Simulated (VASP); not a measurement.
Set up this calculation in VASP 6.6.1, as the native input.

| Quantity | Value |
| --- | --- |
| Task | single point |
| Functional | revPBE |
| Potentials or basis | VASP PAW PBE potentials, release 64 (Rh_pv) |
| Cutoff | 520 eV |
| k mesh | 11 × 11 × 11 |
| Occupations | fermi-dirac, width 0.1 eV |
| Spin | no spin polarisation |
| Dipole correction | no |
| Further INCAR settings | ALGO = Normal; EDIFF = 1e-07; NBANDS = 22 |

The structure of Rh lies in POSCAR:

```
Rh
1.0
    0.0000000000      2.8465885336      2.8465885336
    2.8465885336      0.0000000000      2.8465885336
    2.8465885336      2.8465885336      0.0000000000
Rh
2
Direct
    0.1250000000      0.1250000000      0.1250000000
    0.8750000000      0.8750000000      0.8750000000
```

This cell differs from its parent crystal: volume scaled by 1.08.

One way to write it, as run:

INCAR

```
SYSTEM = Rh
PREC = Accurate ; ENCUT = 520
EDIFF = 1E-7 ; ISMEAR = -1
SIGMA = 0.1 ; LREAL = .False.
LASPH = .True. ; NELM = 100
ALGO = Normal ; ISIF = 2
LWAVE = .False. ; LCHARG = .False.
GGA = RE ; NBANDS = 22
```

KPOINTS

```
Automatic mesh
0
Gamma
  11 11 11
  0 0 0
```

Potentials or basis: VASP PAW PBE potentials, release 64 (Rh_pv).

Launch:

```bash
$ cat potpaw_PBE.64/Rh_pv/POTCAR > POTCAR
$ mpirun -np 1 vasp_std > vasp.out
```

Results of the run:

```json
{
  "Pressure": "-7.4 GPa",
  "Band gap on the k mesh": "zero (band 15 reaches 5.78 eV, above the bottom of band 16 at 4.82 eV)"
}
```

Caveat: the PAW data sets were made with another functional, which shifts forces and pressure a little.

Wall time 24 s on 1 thread of Intel(R) Xeon(R) 6975P-C (Granite Rapids) (shared host), peak memory 0.19 GiB.
